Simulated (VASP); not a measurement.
Input of a VASP 6.6.1 run:

INCAR

```
SYSTEM = BAs
PREC     = Accurate       ! precision mode
ENCUT    = 520            ! plane-wave cutoff, eV
EDIFF    = 1E-7           ! SCF threshold, eV
ISMEAR   = 0              ! smearing method
SIGMA    = 0.01           ! smearing width, eV
LREAL    = .FALSE.        ! projectors in reciprocal space
LASPH    = .TRUE.         ! aspherical terms in the spheres
NELM     = 80             ! most SCF steps
ALGO     = Normal         ! electronic algorithm
ISIF     = 2              ! what is computed and relaxed
LWAVE    = .FALSE.        ! write WAVECAR
LCHARG   = .FALSE.        ! write CHGCAR
GGA      = PE             ! functional
NBANDS   = 11             ! bands
```

Contents of KPOINTS:

```
regular mesh
0
G
  6 6 6
  0 0 0
```

The input POSCAR:

```
BAs
1.0
    0.0000000000      2.3440302520      2.3440302520
    2.3440302520      0.0000000000      2.3440302520
    2.3440302520      2.3440302520      0.0000000000
B As
1 1
Direct
    0.0000000000      0.0000000000      0.0000000000
    0.2500000000      0.2500000000      0.2500000000
```

Potentials or basis: VASP PAW PBE potentials, release 64 (B, As).

Command:

```bash
$ cat potpaw_PBE.64/B/POTCAR potpaw_PBE.64/As/POTCAR > POTCAR
$ mpirun -np 1 vasp_std > vasp.out
```

(1) Estimate the band gap on the k mesh.

(2) Predict the pressure.

Answers

(1) 1.22 eV, indirect (least direct gap 3.35 eV).

(2) 12.7 GPa.

Caveat: the cell differs from its parent crystal (strain -2.0%).
